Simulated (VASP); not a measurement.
# Hf (P6_3/mmc) in VASP: notebook

Runs on Hf. Level: PBE. Tasks: single point.

All numbers are computed with VASP 6.6.1; they aren't measurements. Logs are shortened: lines on timing, memory, paths and dates and some standing lists are left out, and cuts for length are marked.

## Step 1: The cell of the first run

Symmetry: P6_3/mmc, No. 194, hexagonal system. Conventional cell: a = 3.287 Å, b = 3.287 Å, c = 4.784 Å, α = 90.00°, β = 90.00°, γ = 120.00°. Within 4.0 Å of Hf (site symmetry -6m2) lie 12 Hf at 3.05 to 3.29 Å.

## Step 2: Single point, PBE

The input, INCAR:

```
PREC = Accurate ; ENCUT = 520
EDIFF = 1E-6 ; ISMEAR = 0
SIGMA = 0.15 ; LREAL = F
LASPH = T ; NELM = 80
ALGO = Fast ; ISIF = 2
LWAVE = F ; LCHARG = F
GGA = PE ; NBANDS = 17
```

The input, KPOINTS:

```
Automatic mesh
0
Gamma
  18 18 10
```

The input, POSCAR:

```
Hf
1.0
    3.2867933890      0.0000000000      0.0000000000
   -1.6433966945      2.8464465718      0.0000000000
    0.0000000000      0.0000000000      4.7843198221
Hf
2
Direct
    0.3333333333      0.6666666667      0.2500000000
    0.6666666667      0.3333333333      0.7500000000
```

Potentials or basis: VASP PAW PBE potentials, release 64 (Hf_pv).

Launch:

```console
$ cat potpaw_PBE.64/Hf_pv/POTCAR > POTCAR
$ mpirun -np 1 vasp_std > vasp.out
```

OUTCAR:

```text
PREC = Accurate
   ENCUT = 520
   EDIFF = 1E-6
   ISMEAR = 0
   LREAL = F
   LASPH = T
   NELM = 80
   ISIF = 2
   GGA = PE

 ion  position               nearest neighbor table
   1  0.333  0.667  0.250-   2 3.05   2 3.05   2 3.05   2 3.05   2 3.05   2 3.05
   2  0.667  0.333  0.750-   1 3.05   1 3.05   1 3.05   1 3.05   1 3.05   1 3.05

  LATTYP: Found a hexagonal cell.
 ALAT       =     3.2867933890
 C/A-ratio  =     1.4556192787

  Lattice vectors:

 A1 = (   3.2867933890,   0.0000000000,   0.0000000000)
 A2 = (  -1.6433966945,   2.8464465718,   0.0000000000)
 A3 = (   0.0000000000,   0.0000000000,   4.7843198221)

Analysis of symmetry for initial positions (statically):
=====================================================================
 Subroutine PRICEL returns:
 Original cell was already a primitive cell.

 Routine SETGRP: Setting up the symmetry group for a
 hexagonal supercell.

 Subroutine GETGRP returns: Found 24 space group operations
 (whereof 12 operations were pure point group operations)
 out of a pool of 24 trial point group operations.

The static configuration has the point symmetry D_3d.
 The point group associated with its full space group is D_6h.

Analysis of symmetry for dynamics (positions and initial velocities):
=====================================================================
 Subroutine PRICEL returns:
 Original cell was already a primitive cell.

 Routine SETGRP: Setting up the symmetry group for a
 hexagonal supercell.

 Subroutine GETGRP returns: Found 24 space group operations
 (whereof 12 operations were pure point group operations)
 out of a pool of 24 trial point group operations.

The dynamic configuration has the point symmetry D_3d.
 The point group associated with its full space group is D_6h.

 Subroutine INISYM returns: Found 24 space group operations
 (whereof 12 operations are pure point group operations),
 and found     1 'primitive' translations

----------------------------------------------------------------------------------------

                                     Primitive cell

  volume of cell :      44.7606

  direct lattice vectors                    reciprocal lattice vectors
     3.286793389  0.000000000  0.000000000     0.304247904  0.175657609  0.000000000
    -1.643396695  2.846446572  0.000000000     0.000000000  0.351315219  0.000000000
     0.000000000  0.000000000  4.784319822     0.000000000  0.000000000  0.209016127

  length of vectors
     3.286793389  3.286793389  4.784319822     0.351315219  0.351315219  0.209016127

  position of ions in fractional coordinates (direct lattice)
     0.333333333  0.666666667  0.250000000
     0.666666667  0.333333333  0.750000000

  ion indices of the primitive-cell ions
   primitive index   ion index
                 1           1
                 2           2

----------------------------------------------------------------------------------------

 KPOINTS: Automatic mesh

Automatic generation of k-mesh.
 Grid dimensions read from file:
 generate k-points for:   18   18   10

 Generating k-lattice:

  Cartesian coordinates                     Fractional coordinates (reciprocal lattice)
     0.016902661  0.009758756  0.000000000     0.055555556  0.000000000  0.000000000
     0.000000000  0.019517512  0.000000000     0.000000000  0.055555556  0.000000000
     0.000000000  0.000000000  0.020901613     0.000000000  0.000000000  0.100000000

  Length of vectors
     0.019517512  0.019517512  0.020901613

  Shift w.r.t. Gamma in fractional coordinates (k-lattice)
     0.000000000  0.000000000  0.000000000

 Subroutine IBZKPT returns following result:
 ===========================================

 Found    222 irreducible k-points:

 Following reciprocal coordinates:
            Coordinates               Weight
  0.000000  0.000000  0.000000      1.000000
  0.055556 -0.000000  0.000000      6.000000
  0.111111 -0.000000  0.000000      6.000000
  0.166667 -0.000000  0.000000      6.000000
  0.222222  0.000000  0.000000      6.000000
  0.277778 -0.000000  0.000000      6.000000
[... 16 lines left out ...]
  0.333333  0.111111  0.000000     12.000000
  0.388889  0.111111  0.000000     12.000000
 [... further k-points ...]
   k-points           NKPTS =    222   k-points in BZ     NKDIM =    222   number of bands    NBANDS=     17
   number of dos      NEDOS =    301   number of ions     NIONS =      2
   total plane-waves  NPLWV =  20736
   dimension x,y,z NGX =    24 NGY =   24 NGZ =   36
   dimension x,y,z NGXF=    48 NGYF=   48 NGZF=   72
   ions per type =               2
   NGX,Y,Z   is equivalent  to a cutoff of  12.14, 12.14, 12.51 a.u.
   NGXF,Y,Z  is equivalent  to a cutoff of  24.28, 24.28, 25.02 a.u.
 SYSTEM =  unknown system
   PREC   = accura    normal or accurate (medium, high low for compatibility)
   ISTART =      0    job   : 0-new  1-cont  2-samecut
   ICHARG =      2    charge: 1-file 2-atom 10-const
   ISPIN  =      1    spin polarized calculation?
   LNONCOLLINEAR =      F non collinear calculations
   LSORBIT =      F    spin-orbit coupling
   LASPH  =      T    aspherical Exc in radial PAW
   ENCUT  =  520.0 eV  38.22 Ry    6.18 a.u.   6.11  6.11  8.90*2*pi/ulx,y,z
   NELM   =     80;   NELMIN=  2; NELMDL= -5     # of ELM steps
   EDIFF  = 0.1E-05   stopping-criterion for ELM
   LREAL  =      F    real-space projection
   EDIFFG = 0.1E-04   stopping-criterion for IOM
   NSW    =      0    number of steps for IOM
   IBRION =     -1    ionic relax: 0-MD 1-quasi-New 2-CG
   NFREE  =      0    steps in history (QN), initial steepest desc. (CG)
   ISIF   =      2    stress and relaxation
   ISYM   =      2    0-nonsym 1-usesym 2-fastsym
   POTIM  = 0.5000    time-step for ionic-motion
   TEBEG  =    0.0;   TEEND  =   0.0 temperature during run
   PSTRESS=    0.0 pullay stress
   NELECT =      20.0000    total number of electrons
   NUPDOWN=      -1.0000    fix difference up-down
   EMIN   =  10.00;   EMAX   =-10.00  energy-range for DOS
   EFERMI =   0.00;   METHOD = LEGACY
   ISMEAR =     0;   SIGMA  =   0.15  broadening in eV -4-tet -1-fermi 0-gaus
   EFERMI_NEDOS =   21; number of points for ismear=-14 and -15
   IALGO  =     68    algorithm
   IMIX   =      4    mixing-type and parameters
     AMIX     =   0.40;   BMIX     =  1.00
     AMIX_MAG =   1.60;   BMIX_MAG =  1.00
  volume/ion in A,a.u.               =      22.38       151.03
  Fermi-wavevector in a.u.,A,eV,Ry     =   1.251564  2.365112 21.312324  1.566412
  Thomas-Fermi vector in A             =   2.385505
   LORBIT       =      0    0 simple, 1 ext, 2 COOP (PROOUT), +10 PAW based schemes
   GGA     = PE    functional components
   LHFCALC =     F    Hartree Fock is set to
   AEXX    =    0.0000 exact exchange contribution
   IVDW    =     0    specifies the selected vdW correction
   LEPSILON=     F    determine dielectric tensor
   LRPA    =     F    only Hartree local field effects (RPA)
 non-spin polarized calculation
 RMM-DIIS sequential band-by-band and
 Gauss-broadening in eV      SIGMA  =   0.15
  energy-cutoff  :      520.00
  volume of cell :       44.76
 maximum number of plane-waves:      1230
   NGX = 13   NGY = 13   NGZ = 17

 number of electron      19.9999996 magnetization

 Free energy of the ion-electron system (eV)
  ---------------------------------------------------
  ext. energy  EPLUGINS =         0.00000000
  ---------------------------------------------------
  free energy    TOTEN  =       -19.77919050 eV

  energy without entropy =      -19.76406210  energy(sigma->0) =      -19.77162630

 E-fermi :   4.9371     XC(G=0): -11.2767

 val. band max:        4.9346487000   @ k =   0.3333   0.1667   0.5000
 cond. band min:       4.9447777789   @ k =   0.3333   0.3333   0.3000
 fundamental gap:      0.0101290790
 Fermi energy:         4.9371424311

 k-point     1 :       0.0000    0.0000    0.0000
  band No.  band energies     occupation
      1     -26.2706      2.00000
      2     -25.5266      2.00000
      3     -25.5266      2.00000
      4     -25.3340      2.00000
      5     -25.3340      2.00000
      6     -25.2620      2.00000
[... 9 lines left out ...]
     16       7.1495      0.00000
     17      10.1238      0.00000

 k-point     2 :       0.0556   -0.0000    0.0000
  band No.  band energies     occupation
      1     -26.2624      2.00000
      2     -25.5394      2.00000
      3     -25.5320      2.00000
      4     -25.3482      2.00000
      5     -25.3348      2.00000
      6     -25.2674      2.00000
[... 9 lines left out ...]
     16       7.3183      0.00000
     17      10.2448      0.00000

 k-point     3 :       0.1111   -0.0000    0.0000
  band No.  band energies     occupation
      1     -26.2381      2.00000
      2     -25.5762      2.00000
      3     -25.5472      2.00000
      4     -25.3887      2.00000
      5     -25.3375      2.00000
      6     -25.2834      2.00000
[... 9 lines left out ...]
     16       7.6659      0.00000
     17      10.4328      0.00000

 k-point     4 :       0.1667   -0.0000    0.0000
  band No.  band energies     occupation
      1     -26.1991      2.00000
      2     -25.6329      2.00000
      3     -25.5697      2.00000
      4     -25.4494      2.00000
      5     -25.3423      2.00000
      6     -25.3098      2.00000
[... 9 lines left out ...]
     16       8.0687      0.00000
     17      10.7227      0.00000
[... 343 lines left out ...]
      1     -26.0014      2.00000
      2     -25.8413      2.00000
      3     -25.7252      2.00000
      4     -25.6115      2.00000
      5     -25.4558      2.00000
      6     -25.3948      2.00000
[... 9 lines left out ...]
     16       9.9665      0.00000
     17      11.4237      0.00000

 k-point    23 :       0.3333    0.1111    0.0000
  band No.  band energies     occupation
      1     -25.9371      2.00000
      2     -25.8980      2.00000
      3     -25.7434      2.00000
      4     -25.6573      2.00000
      5     -25.5081      2.00000
      6     -25.4044      2.00000
[... 9 lines left out ...]
     16      10.6247      0.00000
     17      11.5517      0.00000

 k-point    24 :       0.3889    0.1111    0.0000
  band No.  band energies     occupation
      1     -25.9350      2.00000
      2     -25.8843      2.00000
      3     -25.7506      2.00000
      4     -25.6915      2.00000
      5     -25.5530      2.00000
      6     -25.4106      2.00000
[... 9 lines left out ...]
     16      11.2043      0.00000
     17      12.0271      0.00000

 [... further k-points ...]
[... 5 lines left out ...]
  --------------------------------------------------------------------------------------
  -------------------------------------------------------------------------------------
  Total       -0.6938861     -0.6938861      2.1409816     -0.0000000      0.0000000     -0.0000000
  in kB      -24.8372299    -24.8372299     76.6351243     -0.0000000      0.0000000     -0.0000000
  external PRESSURE =       8.9868882 kB  Pullay stress =       0.0000000 kB

 VOLUME and BASIS-vectors are now :
 -----------------------------------------------------------------------------
  energy-cutoff  :      520.00
  volume of cell :       44.76
      direct lattice vectors                 reciprocal lattice vectors
     3.286793389  0.000000000  0.000000000     0.304247904  0.175657609  0.000000000
    -1.643396695  2.846446572  0.000000000     0.000000000  0.351315219  0.000000000
     0.000000000  0.000000000  4.784319822     0.000000000  0.000000000  0.209016127

 POSITION                                       TOTAL-FORCE (eV/Angst)
 -----------------------------------------------------------------------------------
     -0.00000      1.89763      1.19608         0.000000      0.000000      0.000000
      1.64340      0.94882      3.58824        -0.000000     -0.000000      0.000000
 -----------------------------------------------------------------------------------
    total drift:                                0.000000     -0.000000      0.000000

  FREE ENERGIE OF THE ION-ELECTRON SYSTEM (eV)
  ---------------------------------------------------
  free  energy   TOTEN  =       -19.7791904951 eV

  energy  without entropy=      -19.7640621036  energy(sigma->0) =      -19.77162630
```

Wall time 91 s (1 thread of AMD EPYC 9R45 (Zen 5), shared host); peak memory 0.23 GiB.

What came out:

```yaml
Free_energy: -19.7792 eV
Pressure: 0.9 GPa
Band_gap_on_the_k_mesh: zero (band 10 reaches 5.97 eV, above the bottom of band 11 at 4.48 eV)
```

Caveat: spin-orbit coupling is left out, which moves the levels of the heavy elements.

## Step 3: Single point, PBE

This run uses another cell than the first one, of the same volume but with other edges.

The input, INCAR:

```
SYSTEM = Hf
PREC     = Accurate       ! precision mode
ENCUT    = 520            ! plane-wave cutoff, eV
EDIFF    = 1E-6           ! SCF threshold, eV
ISMEAR   = 0              ! smearing method
SIGMA    = 0.15           ! smearing width, eV
LREAL    = .False.        ! projectors in reciprocal space
LASPH    = .True.         ! aspherical terms in the spheres
NELM     = 60             ! most SCF steps
ALGO     = Fast           ! electronic algorithm
ISIF     = 2              ! what is computed and relaxed
LWAVE    = .False.        ! write WAVECAR
LCHARG   = .False.        ! write CHGCAR
GGA      = PE             ! functional
NBANDS   = 17             ! bands
```

The input, KPOINTS:

```
Automatic mesh
0
Gamma
  18 18 10
  0 0 0
```

The input, POSCAR:

```
Hf
1.0
    3.0967355433      0.0000000000      0.0000000000
   -1.5483677717      2.6818516493      0.0000000000
    0.0000000000      0.0000000000      5.3896029931
Hf
2
Direct
    0.3333333333      0.6666666667      0.2500000000
    0.6666666667      0.3333333333      0.7500000000
```

Potentials or basis: VASP PAW PBE potentials, release 64 (Hf_pv).

Launch:

```console
$ cat potpaw_PBE.64/Hf_pv/POTCAR > POTCAR
$ mpirun -np 1 vasp_std > vasp.out
```

It took 2.2 min on 1 thread of AMD EPYC 9R45 (Zen 5), shared host; peak memory 0.24 GiB.

Results (log left out):

```
Free energy            : -19.7553 eV
Pressure               : 0.4 GPa
Band gap on the k mesh : zero (band 10 reaches 5.47 eV, above the bottom of band 11 at 4.50 eV)
```

Stress tensor (GPa, compression positive):
```
 4.05  0.00  0.00
 0.00  4.05  0.00
 0.00  0.00 -6.99
```

Levels at points of the mesh, in eV from the Fermi level:
```tsv
k point	band 8	band 9	band 10	band 11	band 12	band 13
(0.00, 0.00, 0.00)	-3.96	-0.05	0.59	1.41	1.41	1.99
(0.50, 0.00, 0.00)	-2.75	-2.31	-0.38	0.41	1.21	1.50
(0.00, 0.00, 0.50)	-5.63	-0.29	-0.29	1.44	1.44	1.44
(0.50, 0.00, 0.50)	-3.36	-1.22	-1.22	1.33	1.33	3.11
```

Caveat: spin-orbit coupling is left out, which moves the levels of the heavy elements.
